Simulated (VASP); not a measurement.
Here is a VASP 6.6.1 calculation.

INCAR

```
ALGO = Fast
EDIFF = 1E-6
ENCUT = 520
GGA = CA
ISIF = 2
ISMEAR = 0
LASPH = T
LCHARG = F
LREAL = F
LWAVE = F
NBANDS = 16
NELM = 80
PREC = Accurate
SIGMA = 0.15
```

File KPOINTS:

```
k-points
0
Gamma
  16 16 16
```

Contents of POSCAR:

```
AlRh
1.0
    2.9773224700      0.0000000000      0.0000000000
    0.0000000000      2.9177760206      0.0000000000
    0.0000000000      0.0000000000      2.9773224700
Al Rh
1 1
Direct
    0.0000000000      0.0000000000      0.0000000000
    0.5000000000      0.5000000000      0.5000000000
```

Potentials or basis: VASP PAW LDA potentials, release 64 (Al, Rh_pv).

Run with:

```sh
$ cat potpaw_LDA.64/Al/POTCAR potpaw_LDA.64/Rh_pv/POTCAR > POTCAR
$ mpirun -np 1 vasp_std > vasp.out
```

Q: Estimate the band gap on the k mesh.

A: Zero (bands 9 and 10 overlap by 2.62 eV).

Q: Estimate the pressure.

A: -1.2 GPa.

Stress tensor (GPa, compression positive):
```
-2.67  0.00  0.00
 0.00  1.63  0.00
 0.00  0.00 -2.67
```

Caveat: the cell differs from its parent crystal (strain -0.0200 x Voigt [0, 1, 0, 0, 0, 0]).
